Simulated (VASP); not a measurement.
# BiB (Pm-3m) in VASP: further runs, part 3 of 3

VASP 6.6.1.

### Step 5. Relaxation of cell and atoms, PBEsol

This run uses another cell than the first one, of 13.84 Å³/atom.

The input, INCAR:

```
PREC = Accurate
ENCUT = 600
EDIFF = 1E-7
ISMEAR = -1
SIGMA = 0.03
LREAL = F
LASPH = T
NELM = 60
ALGO = Normal
ISIF = 3
LWAVE = F
LCHARG = F
GGA = PS
IBRION = 2
NSW = 100
EDIFFG = -0.01
```

The input, KPOINTS:

```
regular mesh
0
Gamma
  8 8 8
```

The input, POSCAR:

```
BiB
1.0
    3.0248142705      0.0000000000      0.0000000000
    0.0000000000      3.0248142705      0.0000000000
    0.0000000000      0.0000000000      3.0248142705
B Bi
1 1
Direct
    0.0000000000      0.0000000000      0.0000000000
    0.5000000000      0.5000000000      0.5000000000
```

On the command line:

```
$ cat potpaw_PBE.64/B/POTCAR potpaw_PBE.64/Bi_d/POTCAR > POTCAR
$ mpirun -np 1 vasp_std > vasp.out
```

Run time: 80 s. Hardware: 1 thread of Intel Xeon 8259CL, shared host; peak memory 0.15 GiB.

Results (log left out):

```yaml
Free_energy: -8.2136 eV
Relaxed_volume: 18.39 Å³/atom
Relaxed_cell: a = 3.326 Å, b = 3.326 Å, c = 3.326 Å, α = 90.00°, β = 90.00°, γ = 90.00°
Space_group_after_relaxing_to_0.1_Å: Pm-3m (No. 221)
Energy_gained_by_relaxing: 448.1 meV/atom
Ionic_steps: 6
Pressure_after_relaxing: 0.0 GPa
```

Step by step:
```tsv
step	energy change (eV)	largest force (eV/Å)	pressure (GPa)	volume (Å³)
1	0.0000	0.0000	41.03	27.68
2	-0.6187	0.0000	-9.92	44.43
3	-0.8963	0.0000	0.16	36.70
4	-0.8962	0.0000	-0.27	36.90
5	-0.8963	0.0000	0.10	36.75
6	-0.8963	0.0000	-0.02	36.78
```

Final structure:
```
B Bi
1.0
     3.32570    0.00000    0.00000
     0.00000    3.32570    0.00000
     0.00000    0.00000    3.32570
B Bi
1 1
Direct
  0.00000 0.00000 0.00000
  0.50000 0.50000 0.50000
```

Levels at points of the mesh, in eV from the Fermi level:
```tsv
k point	band 5	band 6	band 7	band 8	band 9	band 10	band 11	band 12	band 13
(0.00, 0.00, 0.00)	-22.88	-14.34	-2.37	-0.75	-0.75	-0.75	5.68	5.68	7.96
(0.50, 0.00, 0.00)	-22.87	-12.12	-8.67	1.97	2.05	2.05	2.47	3.45	3.45
(0.50, 0.50, 0.00)	-22.79	-10.09	-5.53	-5.53	-5.27	2.45	5.43	5.43	5.58
(0.50, 0.50, 0.50)	-22.78	-8.31	-4.00	-2.36	-2.36	-2.36	-1.25	-1.25	-1.25
```

Caveat: the volume moved by over 15 % at a fixed basis, so the end points are rough; the highest band is partly filled, so the run has too few bands; the PAW data sets were made with another functional, which shifts forces and pressure a little; spin-orbit coupling is left out, which moves the levels of the heavy elements.

### Step 6. Relaxation of cell and atoms, r2SCAN+rVV10

The input, POSCAR:

```
BiB
1.0
    3.3250495375      0.0000000000      0.0000000000
    0.0000000000      3.3250495375      0.0000000000
    0.0000000000      0.0000000000      3.3250495375
B Bi
1 1
Direct
    0.0000000000      0.0000000000      0.0000000000
    0.5000000000      0.5000000000      0.5000000000
```

The input, INCAR.step1:

```
ALGO = Normal
EDIFF = 1E-4
ENCUT = 600
GGA = PE
ISMEAR = -1
LASPH = T
LCHARG = F
LREAL = F
LWAVE = T
NELM = 100
PREC = Accurate
SIGMA = 0.03
```

The input, INCAR.step2:

```
ALGO = Normal
BPARAM = 11.95
CPARAM = 0.0093
EDIFF = 1E-6
EDIFFG = -0.01
ENCUT = 600
IBRION = 2
ISIF = 3
ISMEAR = -1
ISTART = 1
IVDW_NL = 2
LASPH = T
LCHARG = F
LMIXTAU = T
LREAL = F
LUSE_VDW = T
LWAVE = F
METAGGA = R2SCAN
NELM = 100
NSW = 100
PREC = Accurate
SIGMA = 0.03
```

The input, KPOINTS:

```
k-points
0
Gamma
  8 8 8
```

Potentials or basis: VASP PAW PBE potentials, release 64 (B, Bi_d).

On the command line:

```
$ cat potpaw_PBE.64/B/POTCAR potpaw_PBE.64/Bi_d/POTCAR > POTCAR
$ cp INCAR.step1 INCAR
$ mpirun -np 1 vasp_std > vasp.out
$ cp INCAR.step2 INCAR
$ mpirun -np 1 vasp_std > vasp.out
```

OUTCAR:

```text
BPARAM = 11.95
   EDIFF = 1E-6
   EDIFFG = -0.01
   ENCUT = 600
   IBRION = 2
   ISIF = 3
   ISMEAR = -1
   ISTART = 1
   IVDW_NL = 2
   LASPH = T
   LREAL = F
   METAGGA = R2SCAN
   NELM = 100
   NSW = 100
   PREC = Accurate

 ion  position               nearest neighbor table
   1  0.000  0.000  0.000-   2 2.88   2 2.88   2 2.88   2 2.88   2 2.88   2 2.88   2 2.88   2 2.88

   2  0.500  0.500  0.500-   1 2.88   1 2.88   1 2.88   1 2.88   1 2.88   1 2.88   1 2.88   1 2.88

  LATTYP: Found a simple cubic cell.
 ALAT       =     3.3250495375

  Lattice vectors:

 A1 = (   3.3250495375,   0.0000000000,   0.0000000000)
 A2 = (   0.0000000000,   3.3250495375,   0.0000000000)
 A3 = (   0.0000000000,   0.0000000000,   3.3250495375)

[... 267 lines left out ...]
  band No.  band energies     occupation
      1     -16.0031      2.00000
      2     -16.0031      2.00000
      3     -15.7345      2.00000
      4     -15.7345      2.00000
      5     -15.7345      2.00000
      6      -6.8103      2.00000
      7       5.2024      2.00000
      8       7.1519      2.00000
      9       7.1519      2.00000
     10       7.1519      2.00000
     11      14.1126      0.00000
     12      14.1126      0.00000
     13      16.1506      0.00000
[... 354 lines left out ...]
  band No.  band energies     occupation
      1     -15.8910      2.00000
      2     -15.8618      2.00000
      3     -15.8119      2.00000
      4     -15.7997      2.00000
      5     -15.6777      2.00000
      6      -2.7552      2.00000
      7       1.0390      2.00000
      8       3.5358      2.00000
      9       4.1867      2.00000
     10       9.6216      0.00000
     11      10.7347      0.00000
     12      12.7318      0.00000
     13      13.5494      0.00000

 [... further k-points ...]

------------------------ aborting loop because EDIFF is reached ----------------------------------------

  FORCE on cell =-STRESS in cart. coord.  units (eV):
  Direction    XX          YY          ZZ          XY          YZ          ZX
  --------------------------------------------------------------------------------------
  -------------------------------------------------------------------------------------
  Total        0.0058743      0.0058743      0.0058743      0.0000000      0.0000000      0.0000000
  in kB        0.2482464      0.2482464      0.2482464      0.0000000      0.0000000      0.0000000
  external PRESSURE =       0.2482464 kB  Pullay stress =       0.0000000 kB
[... 17 lines left out ...]
  FREE ENERGIE OF THE ION-ELECTRON SYSTEM (eV)
  ---------------------------------------------------
  free  energy   TOTEN  =       -62.0364537197 eV

  energy  without entropy=      -62.0320003148  energy(sigma->0) =      -62.03422702

 reached required accuracy - stopping structural energy minimisation
```

OUTCAR.step1:

```text
EDIFF = 1E-4
   ENCUT = 600
   GGA = PE
   ISMEAR = -1
   LASPH = T
   LREAL = F
[... 604 lines left out ...]
 -----------------------------------------------------------------------------------
      0.00000      0.00000      0.00000         0.000000      0.000000      0.000000
      1.66252      1.66252      1.66252         0.000000      0.000000      0.000000
 -----------------------------------------------------------------------------------
    total drift:                                0.000000      0.000000      0.000000

  FREE ENERGIE OF THE ION-ELECTRON SYSTEM (eV)
  ---------------------------------------------------
  free  energy   TOTEN  =        -7.3770676094 eV

  energy  without entropy=       -7.3725202670  energy(sigma->0) =       -7.37479394
```

Wall time 7.4 min (1 thread of Intel Xeon 8259CL, shared host); peak memory 0.28 GiB.

What came out:

```yaml
Free_energy: -62.0365 eV
Relaxed_volume: 18.96 Å³/atom
Relaxed_cell: a = 3.359 Å, b = 3.359 Å, c = 3.359 Å, α = 90.00°, β = 90.00°, γ = 90.00°
Space_group_after_relaxing_to_0.1_Å: Pm-3m (No. 221)
Energy_gained_by_relaxing: 4.4 meV/atom
Ionic_steps: 3
Pressure_after_relaxing: 0.0 GPa
```

The path:
```
step  energy change (eV)  largest force (eV/Å)  pressure (GPa)  volume (Å³)
   1              0.0000                0.0000            2.51        36.76
   2             -0.0078                0.0000           -0.76        38.32
   3             -0.0087                0.0000            0.02        37.91
```

Final structure:
```cif
data_structure
_symmetry_space_group_name_H-M 'P 1'
_symmetry_Int_Tables_number 1
_cell_length_a 3.3594
_cell_length_b 3.3594
_cell_length_c 3.3594
_cell_angle_alpha 90.000
_cell_angle_beta 90.000
_cell_angle_gamma 90.000
_cell_volume 37.91
loop_
_atom_site_label
_atom_site_type_symbol
_atom_site_fract_x
_atom_site_fract_y
_atom_site_fract_z
_atom_site_occupancy
B1 B 0.00000 0.00000 0.00000 1
Bi1 Bi 0.50000 0.50000 0.50000 1
```

Caveat: the highest band is partly filled, so the run has too few bands; the PAW data sets were made with another functional, which shifts forces and pressure a little; spin-orbit coupling is left out, which moves the levels of the heavy elements.

### Step 7. Overview

| task | level | cell | cutoff (eV) | gap on the mesh (eV) | pressure (GPa) | relaxed volume (Å³/atom) |
| --- | --- | --- | --- | --- | --- | --- |
| single point | PBEsol | a = 3.325 Å, 2 atoms | 520 | none | 0.0 | - |
| single point | r2SCAN+rVV10 | a = 3.355 Å, 2 atoms | 520 | none | 0.2 | - |
| relaxation of cell and atoms | PBEsol | relaxed from a = 3.025 Å, 2 atoms | 600 | - | 0.0 | 18.39 |
| relaxation of cell and atoms | r2SCAN+rVV10 | relaxed from a = 3.325 Å, 2 atoms | 600 | - | 0.0 | 18.96 |

Alike in all rows: potentials or basis VASP PAW PBE potentials, release 64 (B, Bi_d); no spin polarisation; k mesh 8 × 8 × 8; smearing fermi-dirac 0.03 eV.

Caveats: the PAW data sets were made with another functional, which shifts forces and pressure a little; spin-orbit coupling is left out, which moves the levels of the heavy elements; the highest band is partly filled, so the run has too few bands (at least some runs); the volume moved by over 15 % at a fixed basis, so the end points are rough (at least some runs).

Total energies depend on the potentials used, so only differences within one code and one set of settings carry meaning.
